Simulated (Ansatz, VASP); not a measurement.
**Two plane-wave programs on K**

The input INCAR:

```
ALGO = Normal
EDIFF = 1E-6
ENCUT = 520
GGA = PS
ISIF = 2
ISMEAR = -1
LASPH = T
LCHARG = T
LELF = T
LREAL = F
LVHAR = T
LWAVE = F
NBANDS = 16
NELM = 80
PREC = Accurate
SIGMA = 0.1
```

KPOINTS

```
k-points
0
Gamma
  7 7 7
```

The input POSCAR:

```
K
1.0
    0.0000000000      4.8952044321      4.8952044321
    4.8952044321      0.0000000000      4.8952044321
    4.8952044321      4.8952044321      0.0000000000
K
2
Direct
    0.1250000000      0.1250000000      0.1250000000
    0.8750000000      0.8750000000      0.8750000000
```

Input for Ansatz:

```yaml
crystal:
  lattice:
    - [0.0, 4.8952044321, 4.8952044321]
    - [4.8952044321, 0.0, 4.8952044321]
    - [4.8952044321, 4.8952044321, 0.0]
  atoms:
    - { symbol: K, position: [0.125, 0.125, 0.125] }
    - { symbol: K, position: [0.875, 0.875, 0.875] }
hamiltonian:
  xc: pbesol
  pseudopotentials:
    kind: paw
    azcp:
      K: "pseudopotentials/K.paw.azcp"
basis:
  ecutwfc: 420
  fft_grid_basis: typed
kpoints:
  mp_grid: { grid: [7, 7, 7], shift: [0, 0, 0] }
magnetization:
  spin_polarized: false
scf:
  occupations: { method: fermi_dirac, width: 0.1 }
  lower_state_search: "off"
output:
  stress: true
```

Alike in both runs: task single point; functional PBEsol; k mesh 7 × 7 × 7; occupations fermi-dirac, width 0.1 eV; no spin polarisation.

|  | VASP | Ansatz |
| --- | --- | --- |
| version | VASP 6.6.1 | Ansatz 0.2.0 |
| potentials or method | VASP PAW PBE potentials, release 64 (K_sv), cutoff 520 eV | plane waves (420 eV) with PAW, scalar-relativistic |
| valence electrons in the cell | 18 | 18 |

|  | VASP | Ansatz | Ansatz less VASP |
| --- | --- | --- | --- |
| pressure (GPa) | -0.1 | -0.1 | +0.01 |

VASP's potentials were made for PBE, not for PBEsol, and Ansatz warns of the same on its side.
